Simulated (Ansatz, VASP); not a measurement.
# MgS: VASP beside Ansatz

```
Mg S
1.0
     0.00000    2.82589    2.82589
     2.82589    0.00000    2.82589
     2.82589    2.82589    0.00000
Mg S
1 1
Cartesian
  0.0000 0.0000 0.0000
  1.4129 1.4129 1.4129
```

Alike in both runs: functional PBEsol; k mesh 8 × 8 × 8; occupations gaussian, width 0.02 eV; no spin polarisation.

Ansatz relaxed the structure, and its values are those at the end. VASP's run is a single point on that final structure, the one shown.

```csv
,VASP,Ansatz
version,VASP 6.6.1,Ansatz 0.2.0
potentials or method,"VASP PAW PBE potentials, release 64 (Mg, S), cutoff 600 eV","scalar-relativistic, plane waves, PAW"
valence electrons in the cell,8,16
```

VASP gave:

| Item | Value |
| --- | --- |
| gap on the k mesh at the Fermi level (eV) | 3.32 |
| least direct gap on the mesh (eV) | 3.32 |
| pressure (GPa) | -0.1 |

Question: Estimate Ansatz's values.

Answer: gap on the k mesh at the Fermi level (eV): 3.32; least direct gap on the mesh (eV): 3.32; pressure (GPa): 0.0.

VASP's potentials were made for PBE, not for PBEsol. With one functional, cell and mesh, what is left measures potentials, basis and numerics. VASP's potentials hold 8 valence electrons a cell and Ansatz's 16, so a difference there can come from the potentials and not from the codes.
